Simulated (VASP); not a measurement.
Input of a VASP 6.6.1 run:

Contents of INCAR:

```
  PREC = Accurate
  ENCUT = 520
  EDIFF = 1E-6
  ISMEAR = 0
  SIGMA = 0.02
  LREAL = F
  LASPH = T
  NELM = 80
  ALGO = Normal
  ISIF = 2
  LWAVE = F
  LCHARG = F
  GGA = PS
  NBANDS = 10
```

KPOINTS

```
regular mesh
0
Gamma
  8 8 4
```

Contents of POSCAR:

```
H
1.0
    1.6234906610     -2.7271809444     -0.0989119116
    1.6234906610      2.7271809444     -0.0989119116
   -0.3788261172      0.0000000000      6.1117911618
H
4
Direct
    0.5998351071      0.3776351222      0.9881158000
    0.4001648929      0.6223648778      0.0118842000
    0.3776351222      0.5998351071      0.4881158000
    0.6223648778      0.4001648929      0.5118842000
```

Potentials or basis: VASP PAW PBE potentials, release 64 (H).

The run is started by

```console
$ cat potpaw_PBE.64/H/POTCAR > POTCAR
$ mpirun -np 1 vasp_std > vasp.out
```

Problem. What does it give for the largest force?

Solution. 4.231 eV/Å.

Problem. Predict the pressure.

Solution. -11.0 GPa.

Problem. Estimate the band gap on the k mesh.

Solution. 2.31 eV, direct.

Forces in eV/Å, atoms in the order of the input:
```
H    0.217  4.196  0.500
H   -0.217 -4.196 -0.500
H    0.217 -4.196  0.500
H   -0.217  4.196 -0.500
```

Caveat: the cell differs from its parent crystal (strained and its atoms moved); the PAW data sets were made with another functional, which shifts forces and pressure a little. A k mesh can miss the band edges.
